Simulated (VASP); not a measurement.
# Ru (P6_3/mmc) in VASP: single point with r2SCAN

Aim: the single point of Ru with r2SCAN.

All numbers are computed with VASP 6.6.1; they aren't measurements. Logs are shortened: lines on timing, memory, paths and dates and some standing lists are left out, and cuts for length are marked.

### Step 1. The cell of the first run

Symmetry: P6_3/mmc, No. 194, hexagonal system. Conventional cell: a = 2.700 Å, b = 2.700 Å, c = 4.271 Å, α = 90.00°, β = 90.00°, γ = 120.00°. Ru (site symmetry -6m2) has 12 Ru at 2.64 to 2.70 Å within 3.5 Å.

### Step 2. Single point, r2SCAN

POSCAR

```
Ru
1.0
    2.6999378568      0.0000000000      0.0000000000
   -1.3499689284      2.3382147726      0.0000000000
    0.0000000000      0.0000000000      4.2710673554
Ru
2
Direct
    0.3333333333      0.6666666667      0.2500000000
    0.6666666667      0.3333333333      0.7500000000
```

INCAR.step1

```
ALGO = Normal
EDIFF = 1E-5
ENCUT = 620
GGA = PE
GGA_COMPAT = False
ISMEAR = -1
LASPH = True
LCHARG = False
LREAL = False
LWAVE = True
NBANDS = 23
NELM = 120
PREC = Accurate
SIGMA = 0.02
```

INCAR.step2

```
ALGO = Normal
EDIFF = 1E-6
ENCUT = 620
GGA_COMPAT = False
ISIF = 2
ISMEAR = -1
ISTART = 1
LASPH = True
LCHARG = True
LELF = True
LMIXTAU = True
LREAL = False
LVHAR = True
LWAVE = False
METAGGA = R2SCAN
NBANDS = 23
NELM = 120
PREC = Accurate
SIGMA = 0.02
```

KPOINTS

```
k-points
0
Gamma
  12 12 6
```

Potentials or basis: VASP PAW PBE potentials, release 64 (Ru_sv).

On the command line:

```console
> cat potpaw_PBE.64/Ru_sv/POTCAR > POTCAR
> cp INCAR.step1 INCAR
> mpirun -np 1 vasp_std > vasp.out
> cp INCAR.step2 INCAR
> mpirun -np 1 vasp_std > vasp.out
```

OUTCAR:

```text
EDIFF = 1E-6
   ENCUT = 620
   ISIF = 2
   ISMEAR = -1
   ISTART = 1
   LASPH = True
   LREAL = False
   METAGGA = R2SCAN
   NELM = 120
   PREC = Accurate

 ion  position               nearest neighbor table
   1  0.333  0.667  0.250-   2 2.64   2 2.64   2 2.64   2 2.64   2 2.64   2 2.64
   2  0.667  0.333  0.750-   1 2.64   1 2.64   1 2.64   1 2.64   1 2.64   1 2.64

  LATTYP: Found a hexagonal cell.
 ALAT       =     2.6999378568
 C/A-ratio  =     1.5819132076

  Lattice vectors:

 A1 = (   2.6999378568,   0.0000000000,   0.0000000000)
 A2 = (  -1.3499689284,   2.3382147726,   0.0000000000)
 A3 = (   0.0000000000,   0.0000000000,   4.2710673554)

Analysis of symmetry for initial positions (statically):
=====================================================================
 Subroutine PRICEL returns:
 Original cell was already a primitive cell.

 Routine SETGRP: Setting up the symmetry group for a
 hexagonal supercell.

 Subroutine GETGRP returns: Found 24 space group operations
 (whereof 12 operations were pure point group operations)
 out of a pool of 24 trial point group operations.

The static configuration has the point symmetry D_3d.
 The point group associated with its full space group is D_6h.

Analysis of symmetry for dynamics (positions and initial velocities):
=====================================================================
 Subroutine PRICEL returns:
 Original cell was already a primitive cell.

 Routine SETGRP: Setting up the symmetry group for a
 hexagonal supercell.

 Subroutine GETGRP returns: Found 24 space group operations
 (whereof 12 operations were pure point group operations)
 out of a pool of 24 trial point group operations.

The dynamic configuration has the point symmetry D_3d.
 The point group associated with its full space group is D_6h.

 Subroutine INISYM returns: Found 24 space group operations
 (whereof 12 operations are pure point group operations),
 and found     1 'primitive' translations

----------------------------------------------------------------------------------------

                                     Primitive cell

  volume of cell :      26.9634

  direct lattice vectors                    reciprocal lattice vectors
     2.699937857  0.000000000  0.000000000     0.370378895  0.213838355  0.000000000
    -1.349968928  2.338214773  0.000000000     0.000000000  0.427676709  0.000000000
     0.000000000  0.000000000  4.271067355     0.000000000  0.000000000  0.234133512

  length of vectors
     2.699937857  2.699937857  4.271067355     0.427676709  0.427676709  0.234133512

  position of ions in fractional coordinates (direct lattice)
     0.333333333  0.666666667  0.250000000
     0.666666667  0.333333333  0.750000000

  ion indices of the primitive-cell ions
   primitive index   ion index
                 1           1
                 2           2

----------------------------------------------------------------------------------------

 KPOINTS: k-points

Automatic generation of k-mesh.
 Grid dimensions read from file:
 generate k-points for:   12   12    6

 Generating k-lattice:

  Cartesian coordinates                     Fractional coordinates (reciprocal lattice)
     0.030864908  0.017819863  0.000000000     0.083333333  0.000000000  0.000000000
     0.000000000  0.035639726  0.000000000     0.000000000  0.083333333  0.000000000
     0.000000000  0.000000000  0.039022252     0.000000000  0.000000000  0.166666667

  Length of vectors
     0.035639726  0.035639726  0.039022252

  Shift w.r.t. Gamma in fractional coordinates (k-lattice)
     0.000000000  0.000000000  0.000000000

 Subroutine IBZKPT returns following result:
 ===========================================

 Found     76 irreducible k-points:

 Following reciprocal coordinates:
            Coordinates               Weight
  0.000000  0.000000  0.000000      1.000000
  0.083333 -0.000000  0.000000      6.000000
  0.166667 -0.000000  0.000000      6.000000
  0.250000 -0.000000  0.000000      6.000000
  0.333333  0.000000  0.000000      6.000000
  0.416667 -0.000000  0.000000      6.000000
[... 16 lines left out ...]
  0.250000 -0.000000  0.166667     12.000000
  0.333333  0.000000  0.166667     12.000000
 [... further k-points ...]
   k-points           NKPTS =     76   k-points in BZ     NKDIM =     76   number of bands    NBANDS=     23
   number of dos      NEDOS =    301   number of ions     NIONS =      2
   total plane-waves  NPLWV =  20736
   dimension x,y,z NGX =    24 NGY =   24 NGZ =   36
   dimension x,y,z NGXF=    48 NGYF=   48 NGZF=   72
   ions per type =               2
   NGX,Y,Z   is equivalent  to a cutoff of  14.78, 14.78, 14.01 a.u.
   NGXF,Y,Z  is equivalent  to a cutoff of  29.56, 29.56, 28.03 a.u.
 SYSTEM =  unknown system
   PREC   = accura    normal or accurate (medium, high low for compatibility)
   ISTART =      1    job   : 0-new  1-cont  2-samecut
   ICHARG =      0    charge: 1-file 2-atom 10-const
   ISPIN  =      1    spin polarized calculation?
   LNONCOLLINEAR =      F non collinear calculations
   LSORBIT =      F    spin-orbit coupling
   LASPH  =      T    aspherical Exc in radial PAW
   ENCUT  =  620.0 eV  45.57 Ry    6.75 a.u.   5.48  5.48  8.67*2*pi/ulx,y,z
   NELM   =    120;   NELMIN=  2; NELMDL=  0     # of ELM steps
   EDIFF  = 0.1E-05   stopping-criterion for ELM
   LREAL  =      F    real-space projection
   EDIFFG = 0.1E-04   stopping-criterion for IOM
   NSW    =      0    number of steps for IOM
   IBRION =     -1    ionic relax: 0-MD 1-quasi-New 2-CG
   NFREE  =      0    steps in history (QN), initial steepest desc. (CG)
   ISIF   =      2    stress and relaxation
   ISYM   =      2    0-nonsym 1-usesym 2-fastsym
   POTIM  = 0.5000    time-step for ionic-motion
   TEBEG  =    0.0;   TEEND  =   0.0 temperature during run
   PSTRESS=    0.0 pullay stress
   NELECT =      32.0000    total number of electrons
   NUPDOWN=      -1.0000    fix difference up-down
   EMIN   =  10.00;   EMAX   =-10.00  energy-range for DOS
   EFERMI =   0.00;   METHOD = LEGACY
   ISMEAR =    -1;   SIGMA  =   0.02  broadening in eV -4-tet -1-fermi 0-gaus
   EFERMI_NEDOS =   21; number of points for ismear=-14 and -15
   IALGO  =     38    algorithm
   IMIX   =      4    mixing-type and parameters
     AMIX     =   0.40;   BMIX     =  1.00
     AMIX_MAG =   1.60;   BMIX_MAG =  1.00
  volume/ion in A,a.u.               =      13.48        90.98
  Fermi-wavevector in a.u.,A,eV,Ry     =   1.733272  3.275408 40.875038  3.004231
  Thomas-Fermi vector in A             =   2.807290
   LORBIT       =      0    0 simple, 1 ext, 2 COOP (PROOUT), +10 PAW based schemes
   METAGGA = R2SCAN    functional components
   LHFCALC =     F    Hartree Fock is set to
   AEXX    =    0.0000 exact exchange contribution
   IVDW    =     0    specifies the selected vdW correction
   LEPSILON=     F    determine dielectric tensor
   LRPA    =     F    only Hartree local field effects (RPA)
 non-spin polarized calculation
  energy-cutoff  :      620.00
  volume of cell :       26.96
 maximum number of plane-waves:       971
 NGX is ok and might be reduce to    24
   NGX = 11   NGY = 11   NGZ = 17

 number of electron      31.9999998 magnetization

 Free energy of the ion-electron system (eV)
  ---------------------------------------------------
  ext. energy  EPLUGINS =         0.00000000
  ---------------------------------------------------
  free energy    TOTEN  =       -50.95007139 eV

  energy without entropy =      -50.94875448  energy(sigma->0) =      -50.94941294

 E-fermi :  15.1442     XC(G=0): -15.5872

 val. band max:       15.1109266845   @ k =   0.2500   0.0833   0.0000
 cond. band min:      15.1808584751   @ k =   0.4167  -0.0000   0.5000
 fundamental gap:      0.0699317906
 Fermi energy:        15.1442301483

 k-point     1 :       0.0000    0.0000    0.0000
  band No.  band energies     occupation
      1     -60.1599      2.00000
      2     -59.9277      2.00000
      3     -29.9139      2.00000
      4     -28.8933      2.00000
      5     -28.8933      2.00000
      6     -28.7066      2.00000
[... 15 lines left out ...]
     22      30.7425      0.00000
     23      33.3821      0.00000

 k-point     2 :       0.0833   -0.0000    0.0000
  band No.  band energies     occupation
      1     -60.1485      2.00000
      2     -59.9233      2.00000
      3     -29.8879      2.00000
      4     -28.9484      2.00000
      5     -28.9118      2.00000
      6     -28.7639      2.00000
[... 15 lines left out ...]
     22      31.1925      0.00000
     23      33.6847      0.00000

 k-point     3 :       0.1667   -0.0000    0.0000
  band No.  band energies     occupation
      1     -60.1167      2.00000
      2     -59.9117      2.00000
      3     -29.8133      2.00000
      4     -29.0992      2.00000
      5     -28.9609      2.00000
      6     -28.9173      2.00000
[... 15 lines left out ...]
     22      31.8386      0.00000
     23      34.1121      0.00000

 k-point     4 :       0.2500   -0.0000    0.0000
  band No.  band energies     occupation
      1     -60.0710      2.00000
      2     -59.8978      2.00000
      3     -29.7005      2.00000
      4     -29.3052      2.00000
      5     -29.1200      2.00000
      6     -29.0251      2.00000
[... 15 lines left out ...]
     22      30.0830      0.00000
     23      32.7496      0.00000

 k-point     5 :       0.3333    0.0000    0.0000
  band No.  band energies     occupation
      1     -60.0215      2.00000
      2     -59.8875      2.00000
      3     -29.5669      2.00000
      4     -29.5110      2.00000
      5     -29.3153      2.00000
      6     -29.0868      2.00000
[... 15 lines left out ...]
     22      27.3436      0.00000
     23      31.1455      0.00000

 k-point     6 :       0.4167   -0.0000    0.0000
  band No.  band energies     occupation
      1     -59.9800      2.00000
      2     -59.8849      2.00000
      3     -29.6610      2.00000
      4     -29.4544      2.00000
      5     -29.4417      2.00000
      6     -29.1309      2.00000
[... 15 lines left out ...]
     22      26.9130      0.00000
     23      29.5117      0.00000

 k-point     7 :       0.5000   -0.0000    0.0000
  band No.  band energies     occupation
      1     -59.9624      2.00000
      2     -59.8864      2.00000
      3     -29.7157      2.00000
      4     -29.5045      2.00000
      5     -29.3825      2.00000
      6     -29.1468      2.00000
[... 353 lines left out ...]
     22      30.2141      0.00000
     23      33.2140      0.00000

 k-point    21 :       0.0833   -0.0000    0.1667
  band No.  band energies     occupation
      1     -60.1336      2.00000
      2     -59.9386      2.00000
      3     -29.8122      2.00000
      4     -28.9337      2.00000
      5     -28.8987      2.00000
      6     -28.8150      2.00000
[... 15 lines left out ...]
     22      30.6734      0.00000
     23      33.5376      0.00000

 k-point    22 :       0.1667   -0.0000    0.1667
  band No.  band energies     occupation
      1     -60.1031      2.00000
      2     -59.9256      2.00000
      3     -29.7538      2.00000
      4     -29.0767      2.00000
      5     -28.9726      2.00000
      6     -28.9460      2.00000
[... 15 lines left out ...]
     22      31.5661      0.00000
     23      33.7882      0.00000

 k-point    23 :       0.2500   -0.0000    0.1667
  band No.  band energies     occupation
      1     -60.0596      2.00000
      2     -59.9095      2.00000
      3     -29.6796      2.00000
      4     -29.2620      2.00000
      5     -29.1697      2.00000
      6     -29.0081      2.00000
[... 15 lines left out ...]
     22      30.3220      0.00000
     23      32.7643      0.00000

 k-point    24 :       0.3333    0.0000    0.1667
  band No.  band energies     occupation
      1     -60.0126      2.00000
      2     -59.8965      2.00000
      3     -29.6582      2.00000
      4     -29.4122      2.00000
      5     -29.3234      2.00000
      6     -29.0681      2.00000
[... 15 lines left out ...]
     22      28.1333      0.00000
     23      31.5122      0.00000

 [... further k-points ...]

------------------------ aborting loop because EDIFF is reached ----------------------------------------

  FORCE on cell =-STRESS in cart. coord.  units (eV):
  Direction    XX          YY          ZZ          XY          YZ          ZX
  --------------------------------------------------------------------------------------
  -------------------------------------------------------------------------------------
  Total        0.0204743      0.0204743      0.0221829      0.0000000     -0.0000000      0.0000000
  in kB        1.2165925      1.2165925      1.3181169      0.0000000     -0.0000000      0.0000000
  external PRESSURE =       1.2504339 kB  Pullay stress =       0.0000000 kB

 VOLUME and BASIS-vectors are now :
 -----------------------------------------------------------------------------
  energy-cutoff  :      620.00
  volume of cell :       26.96
      direct lattice vectors                 reciprocal lattice vectors
     2.699937857  0.000000000  0.000000000     0.370378895  0.213838355  0.000000000
    -1.349968928  2.338214773  0.000000000     0.000000000  0.427676709  0.000000000
     0.000000000  0.000000000  4.271067355     0.000000000  0.000000000  0.234133512

 POSITION                                       TOTAL-FORCE (eV/Angst)
 -----------------------------------------------------------------------------------
     -0.00000      1.55881      1.06777        -0.000000      0.000000      0.000000
      1.34997      0.77940      3.20330         0.000000     -0.000000      0.000000
 -----------------------------------------------------------------------------------
    total drift:                               -0.000000      0.000000     -0.000000

  FREE ENERGIE OF THE ION-ELECTRON SYSTEM (eV)
  ---------------------------------------------------
  free  energy   TOTEN  =       -50.9500713931 eV

  energy  without entropy=      -50.9487544828  energy(sigma->0) =      -50.94941294
```

Run time: 2.4 min. Hardware: 1 thread of Intel Xeon Platinum 8375C at 2.90GHz (Ice Lake), shared host; peak memory 0.19 GiB.

What came out:

| Quantity | Value |
| --- | --- |
| Free energy | -50.9501 eV |
| Pressure | 0.1 GPa |
| Band gap on the k mesh | zero (bands 16 and 17 overlap by 3.33 eV) |

Caveat: the PAW data sets were made with another functional, which shifts forces and pressure a little.

The gap in the log of VASP goes by the Fermi energy; the results here count the filled bands.